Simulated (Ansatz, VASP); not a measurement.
# Two plane-wave programs on ScH3

```xyz
4
Lattice="0.0000 2.3371 2.3371 2.3371 0.0000 2.3371 2.3371 2.3371 0.0000" Properties=species:S:1:pos:R:3 pbc="T T T"
Sc    0.0000    0.0000    0.0000
H     2.3371    2.3371    2.3371
H     1.1686    1.1686    1.1686
H     3.5057    3.5057    3.5057
```

Alike in both runs: task single point; functional PBEsol; k mesh 10 × 10 × 10; occupations gaussian, width 0.05 eV; no spin polarisation.

|  | VASP | Ansatz |
| --- | --- | --- |
| version | VASP 6.6.1 | Ansatz 0.2.0 |
| potentials or method | VASP PAW PBE potentials, release 64 (Sc_sv, H), cutoff 520 eV | scalar-relativistic, plane waves, PAW |
| valence electrons in the cell | 14 | 14 |

```csv
,VASP,Ansatz,Ansatz less VASP
pressure (GPa),2.7,2.5,-0.25
```

VASP's potentials were made for PBE, not for PBEsol.
